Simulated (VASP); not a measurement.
Li2Ca2Pb, 5 atoms in the cell. It takes space group P4/mmm (No. 123, tetragonal). The conventional cell has a = 3.990 Å, b = 3.990 Å, c = 9.411 Å, α = 90.00°, β = 90.00°, γ = 90.00°. Within 3.7 Å of Li (site symmetry mmm) lie 4 Li at 2.82 Å and 4 Ca at 3.51 Å. Ca (site symmetry 4mm) has 4 Pb at 3.35 Å and 4 Li at 3.51 Å and 5 Ca at 3.63 to 3.99 Å within 4.4 Å. Within 4.4 Å of Pb (site symmetry 4/mmm) lie 8 Ca at 3.35 Å and 4 Pb at 3.99 Å. The cell was generated, and may not be a known phase.

```yaml
Program: VASP 6.6.1
Task: relaxation of cell and atoms
Functional: PBE
Potentials_or_basis: VASP PAW PBE potentials, release 64 (Li_sv, Ca_sv, Pb_d)
Cutoff: 600 eV
k_mesh: 10 × 10 × 4
Occupations: gaussian, width 0.1 eV
Spin: no spin polarisation
Dipole_correction: no
Further_INCAR_settings: ALGO = Normal; EDIFF = 1e-06; IBRION = 2; EDIFFG = -0.01; NSW = 100; ISIF = 3
```

Potentials or basis: VASP PAW PBE potentials, release 64 (Li_sv, Ca_sv, Pb_d).

Run with:

```bash
$ cat potpaw_PBE.64/Li_sv/POTCAR potpaw_PBE.64/Ca_sv/POTCAR potpaw_PBE.64/Pb_d/POTCAR > POTCAR
$ mpirun -np 1 vasp_std > vasp.out
```

Hardware: 1 thread of AMD EPYC 9R45 96-Core Processor (Zen 5) (shared host).

Estimate the wall time of this run.

Run time: 13 min on 1 thread of AMD EPYC 9R45 96-Core Processor (Zen 5), with other jobs on the host, peak memory 0.46 GiB. Counts: scf iterations 76, k points 63, ion steps 10.
